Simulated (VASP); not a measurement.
# LiF (Fm-3m) in VASP: settings compared

LiF is run at these levels: r2SCAN, HSE06; tasks: single point.

Program: VASP 6.6.1. These are calculated values, not measurements. Logs are shortened: lines on timing, memory, paths and dates and some standing lists are left out, and cuts for length are marked.

### Step 1. The cell of the first run

The structure is cubic, space group Fm-3m (No. 225). Conventional cell: a = 3.990 Å, b = 3.990 Å, c = 3.990 Å, α = 90.00°, β = 90.00°, γ = 90.00°. Within 2.6 Å of Li (site symmetry m-3m) lie 6 F at 1.99 Å. F (site symmetry m-3m) has 6 Li at 1.99 Å within 2.6 Å.

### Step 2. Single point, r2SCAN

POSCAR reads:

```
LiF
1.0
    0.0000000000      1.9948691812      1.9948691812
    1.9948691812      0.0000000000      1.9948691812
    1.9948691812      1.9948691812      0.0000000000
Li F
1 1
Direct
    0.0000000000      0.0000000000      0.0000000000
    0.5000000000      0.5000000000      0.5000000000
```

INCAR.step1 reads:

```
ALGO = Normal
EDIFF = 1E-5
ENCUT = 830
GGA = PE
GGA_COMPAT = False
ISMEAR = 0
LASPH = True
LCHARG = False
LREAL = False
LWAVE = True
NBANDS = 12
NELM = 120
PREC = Accurate
SIGMA = 0.01
```

INCAR.step2 reads:

```
ALGO = Normal
EDIFF = 1E-6
ENCUT = 830
GGA_COMPAT = False
ISIF = 2
ISMEAR = 0
ISTART = 1
LASPH = True
LCHARG = True
LELF = True
LMIXTAU = True
LREAL = False
LVHAR = True
LWAVE = False
METAGGA = R2SCAN
NBANDS = 12
NELM = 120
PREC = Accurate
SIGMA = 0.01
```

KPOINTS reads:

```
k-points
0
Gamma
  10 10 10
```

Potentials or basis: VASP PAW PBE potentials, release 64 (Li_sv, F).

Run with:

```
cat potpaw_PBE.64/Li_sv/POTCAR potpaw_PBE.64/F/POTCAR > POTCAR
cp INCAR.step1 INCAR
mpirun -np 1 vasp_std > vasp.out
cp INCAR.step2 INCAR
mpirun -np 1 vasp_std > vasp.out
```

OUTCAR:

```text
EDIFF = 1E-6
   ENCUT = 830
   ISIF = 2
   ISMEAR = 0
   ISTART = 1
   LASPH = True
   LREAL = False
   METAGGA = R2SCAN
   NELM = 120
   PREC = Accurate

 ion  position               nearest neighbor table
   1  0.000  0.000  0.000-   2 1.99   2 1.99   2 1.99   2 1.99   2 1.99   2 1.99
   2  0.500  0.500  0.500-   1 1.99   1 1.99   1 1.99   1 1.99   1 1.99   1 1.99

  LATTYP: Found a face centered cubic cell.
 ALAT       =     3.9897383624

  Lattice vectors:

 A1 = (   0.0000000000,   1.9948691812,   1.9948691812)
 A2 = (   1.9948691812,   0.0000000000,   1.9948691812)
 A3 = (   1.9948691812,   1.9948691812,   0.0000000000)

Analysis of symmetry for initial positions (statically):
=====================================================================
 Subroutine PRICEL returns:
 Original cell was already a primitive cell.

 Routine SETGRP: Setting up the symmetry group for a
 face centered cubic supercell.

 Subroutine GETGRP returns: Found 48 space group operations
 (whereof 48 operations were pure point group operations)
 out of a pool of 48 trial point group operations.

The static configuration has the point symmetry O_h .

Analysis of symmetry for dynamics (positions and initial velocities):
=====================================================================
 Subroutine PRICEL returns:
 Original cell was already a primitive cell.

 Routine SETGRP: Setting up the symmetry group for a
 face centered cubic supercell.

 Subroutine GETGRP returns: Found 48 space group operations
 (whereof 48 operations were pure point group operations)
 out of a pool of 48 trial point group operations.

The dynamic configuration has the point symmetry O_h .

 Subroutine INISYM returns: Found 48 space group operations
 (whereof 48 operations are pure point group operations),
 and found     1 'primitive' translations

----------------------------------------------------------------------------------------

                                     Primitive cell

  volume of cell :      15.8772

  direct lattice vectors                    reciprocal lattice vectors
     0.000000000  1.994869181  1.994869181    -0.250643002  0.250643002  0.250643002
     1.994869181  0.000000000  1.994869181     0.250643002 -0.250643002  0.250643002
     1.994869181  1.994869181  0.000000000     0.250643002  0.250643002 -0.250643002

  length of vectors
     2.821171051  2.821171051  2.821171051     0.434126414  0.434126414  0.434126414

  position of ions in fractional coordinates (direct lattice)
     0.000000000  0.000000000  0.000000000
     0.500000000  0.500000000  0.500000000

  ion indices of the primitive-cell ions
   primitive index   ion index
                 1           1
                 2           2

----------------------------------------------------------------------------------------

 KPOINTS: k-points

Automatic generation of k-mesh.
 Grid dimensions read from file:
 generate k-points for:   10   10   10

 Generating k-lattice:

  Cartesian coordinates                     Fractional coordinates (reciprocal lattice)
    -0.025064300  0.025064300  0.025064300     0.100000000  0.000000000  0.000000000
     0.025064300 -0.025064300  0.025064300     0.000000000  0.100000000  0.000000000
     0.025064300  0.025064300 -0.025064300     0.000000000  0.000000000  0.100000000

  Length of vectors
     0.043412641  0.043412641  0.043412641

  Shift w.r.t. Gamma in fractional coordinates (k-lattice)
     0.000000000  0.000000000  0.000000000

 Subroutine IBZKPT returns following result:
 ===========================================

 Found     47 irreducible k-points:

 Following reciprocal coordinates:
            Coordinates               Weight
  0.000000  0.000000  0.000000      1.000000
  0.100000  0.000000  0.000000      8.000000
  0.200000  0.000000  0.000000      8.000000
  0.300000  0.000000  0.000000      8.000000
  0.400000  0.000000  0.000000      8.000000
  0.500000  0.000000  0.000000      4.000000
[... 16 lines left out ...]
  0.300000  0.300000  0.000000      6.000000
  0.400000  0.300000  0.000000     24.000000
 [... further k-points ...]
   k-points           NKPTS =     47   k-points in BZ     NKDIM =     47   number of bands    NBANDS=     12
   number of dos      NEDOS =    301   number of ions     NIONS =      2
   total plane-waves  NPLWV =  21952
   dimension x,y,z NGX =    28 NGY =   28 NGZ =   28
   dimension x,y,z NGXF=    56 NGYF=   56 NGZF=   56
   ions per type =               1   1
   NGX,Y,Z   is equivalent  to a cutoff of  16.50, 16.50, 16.50 a.u.
   NGXF,Y,Z  is equivalent  to a cutoff of  33.00, 33.00, 33.00 a.u.
 SYSTEM =  unknown system
   PREC   = accura    normal or accurate (medium, high low for compatibility)
   ISTART =      1    job   : 0-new  1-cont  2-samecut
   ICHARG =      0    charge: 1-file 2-atom 10-const
   ISPIN  =      1    spin polarized calculation?
   LNONCOLLINEAR =      F non collinear calculations
   LSORBIT =      F    spin-orbit coupling
   LASPH  =      T    aspherical Exc in radial PAW
   ENCUT  =  830.0 eV  61.00 Ry    7.81 a.u.   6.63  6.63  6.63*2*pi/ulx,y,z
   NELM   =    120;   NELMIN=  2; NELMDL=  0     # of ELM steps
   EDIFF  = 0.1E-05   stopping-criterion for ELM
   LREAL  =      F    real-space projection
   EDIFFG = 0.1E-04   stopping-criterion for IOM
   NSW    =      0    number of steps for IOM
   IBRION =     -1    ionic relax: 0-MD 1-quasi-New 2-CG
   NFREE  =      0    steps in history (QN), initial steepest desc. (CG)
   ISIF   =      2    stress and relaxation
   ISYM   =      2    0-nonsym 1-usesym 2-fastsym
   POTIM  = 0.5000    time-step for ionic-motion
   TEBEG  =    0.0;   TEEND  =   0.0 temperature during run
   PSTRESS=    0.0 pullay stress
   NELECT =      10.0000    total number of electrons
   NUPDOWN=      -1.0000    fix difference up-down
   EMIN   =  10.00;   EMAX   =-10.00  energy-range for DOS
   EFERMI =   0.00;   METHOD = LEGACY
   ISMEAR =     0;   SIGMA  =   0.01  broadening in eV -4-tet -1-fermi 0-gaus
   EFERMI_NEDOS =   21; number of points for ismear=-14 and -15
   IALGO  =     38    algorithm
   IMIX   =      4    mixing-type and parameters
     AMIX     =   0.40;   BMIX     =  1.00
     AMIX_MAG =   1.60;   BMIX_MAG =  1.00
  volume/ion in A,a.u.               =       7.94        53.57
  Fermi-wavevector in a.u.,A,eV,Ry     =   1.403300  2.651852 26.793271  1.969250
  Thomas-Fermi vector in A             =   2.525975
   LORBIT       =      0    0 simple, 1 ext, 2 COOP (PROOUT), +10 PAW based schemes
   METAGGA = R2SCAN    functional components
   LHFCALC =     F    Hartree Fock is set to
   AEXX    =    0.0000 exact exchange contribution
   IVDW    =     0    specifies the selected vdW correction
   LEPSILON=     F    determine dielectric tensor
   LRPA    =     F    only Hartree local field effects (RPA)
 non-spin polarized calculation
 Gauss-broadening in eV      SIGMA  =   0.01
  energy-cutoff  :      830.00
  volume of cell :       15.88
 maximum number of plane-waves:       889
   NGX = 13   NGY = 13   NGZ = 13

 number of electron      10.0000004 magnetization

 Free energy of the ion-electron system (eV)
  ---------------------------------------------------
  ext. energy  EPLUGINS =         0.00000000
  ---------------------------------------------------
  free energy    TOTEN  =       -11.90754143 eV

  energy without entropy =      -11.90754143  energy(sigma->0) =      -11.90754143

 E-fermi :  -1.3837     XC(G=0): -10.6965

 val. band max:       -1.4790138550   @ k =   0.0000   0.0000   0.0000
 cond. band min:       9.0618677866   @ k =   0.0000   0.0000   0.0000
 fundamental gap:     10.5408816416
 Fermi energy:        -1.3837301547

 k-point     1 :       0.0000    0.0000    0.0000
  band No.  band energies     occupation
      1     -43.4629      2.00000
      2     -22.6519      2.00000
      3      -1.4790      2.00000
      4      -1.4790      2.00000
      5      -1.4790      2.00000
      6       9.0619      0.00000
      7      24.3073      0.00000
      8      24.3073      0.00000
      9      24.3073      0.00000
     10      24.9757      0.00000
     11      24.9757      0.00000
     12      24.9757      0.00000

 k-point     2 :       0.1000    0.0000    0.0000
  band No.  band energies     occupation
      1     -43.4568      2.00000
      2     -22.6130      2.00000
      3      -1.7676      2.00000
      4      -1.5043      2.00000
      5      -1.5043      2.00000
      6       9.3440      0.00000
      7      21.4505      0.00000
      8      23.2367      0.00000
      9      23.2367      0.00000
     10      25.7095      0.00000
     11      25.7095      0.00000
     12      26.1141      0.00000

 k-point     3 :       0.2000    0.0000    0.0000
  band No.  band energies     occupation
      1     -43.4406      2.00000
      2     -22.5087      2.00000
      3      -2.4676      2.00000
      4      -1.5693      2.00000
      5      -1.5693      2.00000
      6       9.9639      0.00000
      7      18.8972      0.00000
      8      21.6782      0.00000
      9      21.6782      0.00000
     10      26.9746      0.00000
     11      26.9746      0.00000
     12      27.1453      0.00000
[... 286 lines left out ...]
 k-point    23 :       0.3000    0.3000    0.0000
  band No.  band energies     occupation
      1     -43.4091      2.00000
      2     -22.2280      2.00000
      3      -3.4310      2.00000
      4      -2.1769      2.00000
      5      -2.1769      2.00000
      6      12.2520      0.00000
      7      17.6416      0.00000
      8      19.5368      0.00000
      9      20.9020      0.00000
     10      20.9020      0.00000
     11      35.0208      0.00000
     12      35.4579      0.00000

 k-point    24 :       0.4000    0.3000    0.0000
  band No.  band energies     occupation
      1     -43.3972      2.00000
      2     -22.1155      2.00000
      3      -3.8712      2.00000
      4      -2.3949      2.00000
      5      -2.2809      2.00000
      6      13.0839      0.00000
      7      16.5876      0.00000
      8      19.0275      0.00000
      9      20.6566      0.00000
     10      21.6701      0.00000
     11      34.8324      0.00000
     12      35.4663      0.00000

 [... further k-points ...]

------------------------ aborting loop because EDIFF is reached ----------------------------------------

  FORCE on cell =-STRESS in cart. coord.  units (eV):
  Direction    XX          YY          ZZ          XY          YZ          ZX
  --------------------------------------------------------------------------------------
  -------------------------------------------------------------------------------------
  Total       -0.0332143     -0.0332143     -0.0332143      0.0000000      0.0000000      0.0000000
  in kB       -3.3516777     -3.3516777     -3.3516777      0.0000000      0.0000000      0.0000000
  external PRESSURE =      -3.3516777 kB  Pullay stress =       0.0000000 kB

 VOLUME and BASIS-vectors are now :
 -----------------------------------------------------------------------------
  energy-cutoff  :      830.00
  volume of cell :       15.88
      direct lattice vectors                 reciprocal lattice vectors
     0.000000000  1.994869181  1.994869181    -0.250643002  0.250643002  0.250643002
     1.994869181  0.000000000  1.994869181     0.250643002 -0.250643002  0.250643002
     1.994869181  1.994869181  0.000000000     0.250643002  0.250643002 -0.250643002

 POSITION                                       TOTAL-FORCE (eV/Angst)
 -----------------------------------------------------------------------------------
      0.00000      0.00000      0.00000         0.000000      0.000000      0.000000
      1.99487      1.99487      1.99487        -0.000000     -0.000000     -0.000000
 -----------------------------------------------------------------------------------
    total drift:                                0.000000      0.000000      0.000000

  FREE ENERGIE OF THE ION-ELECTRON SYSTEM (eV)
  ---------------------------------------------------
  free  energy   TOTEN  =       -11.9075414327 eV

  energy  without entropy=      -11.9075414327  energy(sigma->0) =      -11.90754143
```

Wall time 1.9 min (1 thread of Oxide Virtual Turin-like, shared host); peak memory 0.13 GiB.

What came out:

```yaml
Free_energy: -11.9075 eV
Pressure: -0.3 GPa
Band_gap_on_the_k_mesh: 10.54 eV
```

Levels at points of the mesh, in eV from the valence-band top:
```tsv
k point	band 2	band 3	band 4	band 5	band 6	band 7	band 8	band 9
(0.00, 0.00, 0.00)	-21.17	0.00	0.00	0.00	10.54	25.79	25.79	25.79
(0.50, 0.00, 0.00)	-20.74	-2.58	-0.25	-0.25	12.00	18.49	20.67	20.67
(0.50, 0.50, 0.00)	-20.46	-3.13	-1.05	-1.05	16.35	17.60	19.47	22.27
```

Caveat: the PAW data sets were made with another functional, which shifts forces and pressure a little.

[end of part 1 of 2]
